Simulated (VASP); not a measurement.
A run of VASP 6.6.1:

INCAR

```
PREC     = Accurate       # precision mode
ENCUT    = 520            # plane-wave cutoff, eV
EDIFF    = 1E-6           # SCF threshold, eV
ISMEAR   = -1             # smearing method
SIGMA    = 0.08           # smearing width, eV
LREAL    = F              # projectors in reciprocal space
LASPH    = T              # aspherical terms in the spheres
NELM     = 60             # most SCF steps
ALGO     = Normal         # electronic algorithm
ISIF     = 2              # what is computed and relaxed
LWAVE    = F              # write WAVECAR
LCHARG   = F              # write CHGCAR
GGA      = CA             # functional
NBANDS   = 30             # bands
```

Contents of KPOINTS:

```
Automatic mesh
0
Gamma
  4 4 8
```

File POSCAR:

```
Au
1.0
    0.0000000000      4.0700000000      4.0700000000
    4.0700000000      0.0000000000      4.0700000000
    2.0350000000      2.0350000000      0.0000000000
Au
4
Direct
    0.0010910319     -0.0169251843      0.0496140049
    0.0257793612      0.5033722359     -0.0555012285
    0.4938798526     -0.0055857494     -0.0052697789
    0.5014303440      0.5054433661      0.0234857494
```

Potentials or basis: VASP PAW LDA potentials, release 64 (Au).

Launch:

```bash
$ cat potpaw_LDA.64/Au/POTCAR > POTCAR
$ mpirun -np 1 vasp_std > vasp.out
```

Hardware: 1 thread of Intel(R) Xeon(R) 6975P-C (Granite Rapids) (shared host).

**Question.** Estimate the wall time of this run.

**Answer.** Run time: 52 s on 1 thread of Intel(R) Xeon(R) 6975P-C (Granite Rapids), on a shared host, peak memory 0.24 GiB. Counts: scf iterations 12, k points 68.
